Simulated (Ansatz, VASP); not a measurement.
One calculation of CoSi2, two programs

```
Co Si
1.0
     0.00000    2.63681    2.63681
     2.63681    0.00000    2.63681
     2.63681    2.63681    0.00000
Co Si
1 2
Cartesian
  0.0000 0.0000 0.0000
  1.3184 1.3184 1.3184
  3.9552 3.9552 3.9552
```

Alike in both runs: functional LDA; k mesh 14 × 14 × 14; occupations gaussian, width 0.05 eV; no spin polarisation.

Ansatz relaxed the structure, and its values are those at the end. VASP's run is a single point on that final structure, the one shown.

|  | VASP | Ansatz |
| --- | --- | --- |
| version | VASP 6.6.1 | Ansatz 0.2.0 |
| potentials or method | VASP PAW LDA potentials, release 64 (Co, Si), cutoff 520 eV | scalar-relativistic, plane waves, PAW |
| valence electrons in the cell | 17 | 25 |

Ansatz gave:

| Property | Result |
| --- | --- |
| gap on the k mesh at the Fermi level (eV) | none |
| pressure (GPa) | 0.0 |

Task: Estimate VASP's values.

Result: gap on the k mesh at the Fermi level (eV): none; pressure (GPa): 0.2.

LDA's correlation is that of Perdew and Zunger in VASP and of Perdew and Wang (1992) in Ansatz. A gap of «none» marks a metal or a gap that the smearing closes. VASP's potentials hold 17 valence electrons a cell and Ansatz's 25, so a difference there can come from the potentials and not from the codes.
